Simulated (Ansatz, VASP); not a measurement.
# Two plane-wave programs on CoO

```
Co O
1.0
     1.63668    0.94494    5.28084
    -1.63668    0.94494    5.28084
     0.00000   -1.88988    5.28084
Co O
2 2
Direct
  0.99949 0.99949 0.99949
  0.49949 0.49949 0.49949
  0.37551 0.37551 0.37551
  0.87551 0.87551 0.87551
```

Alike in both runs: task single point; functional PBE; k mesh 12 × 12 × 12; occupations gaussian, width 0.05 eV; collinear spin; Hubbard terms Co d U = 3.32 eV.

|  | VASP | Ansatz |
| --- | --- | --- |
| version | VASP 6.6.1 | Ansatz 0.2.0 |
| potentials or method | VASP PAW PBE potentials, release 64 (Co, O), cutoff 520 eV | scalar-relativistic, plane waves, PAW |
| valence electrons in the cell | 30 | 46 |

```tsv
	VASP	Ansatz	Ansatz less VASP
gap on the k mesh at the Fermi level (eV)	1.08	1.00	-0.088
least direct gap on the mesh (eV)	1.26	1.19	-0.075
pressure (GPa)	-1.6	0.0	+1.63
net moment per atom (μB)	0.00	0.00	0.000
size of the moment on the site where the two differ most (μB)	2.63	2.40	-0.236
```

Site moments also hang on the region over which each program counts them. The programs project onto different local orbitals, so the same U acts differently, and such runs can settle in different states. VASP's potentials hold 30 valence electrons a cell and Ansatz's 46, so a difference there can come from the potentials and not from the codes.
